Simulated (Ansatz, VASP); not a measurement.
Ca in VASP and in Ansatz

```
Ca
1.0
    -0.03907    2.80626    2.81025
     2.72557   -0.00878    2.77997
     2.75441    2.80481   -0.03762
Ca
1
Direct
  0.00063 0.98687 0.01152
```

Change from the starting cell: cell strained at random at fixed volume.

Alike in both runs: functional BLYP; k mesh 8 × 8 × 8; occupations methfessel-paxton of order 1, width 0.2 eV; no spin polarisation.

|  | VASP | Ansatz |
| --- | --- | --- |
| version | VASP 6.6.1 | Ansatz 0.2.0 |
| potentials or method | VASP PAW PBE potentials, release 64 (Ca_sv), cutoff 520 eV | all-electron LAPW, scalar-relativistic |
| task | single point | band structure |

```csv
,VASP,Ansatz,Ansatz less VASP
gap on the k mesh at the Fermi level (eV),none,none,-
pressure (GPa),-0.4,-0.4,-0.01
"traceless stress, the component that is largest in VASP (GPa)",0.32,0.32,-0.002
```

VASP's potentials were made for PBE, not for BLYP. A gap of «none» marks a metal or a gap that the smearing closes. Ansatz ran all-electron here, and VASP with PAW potentials.
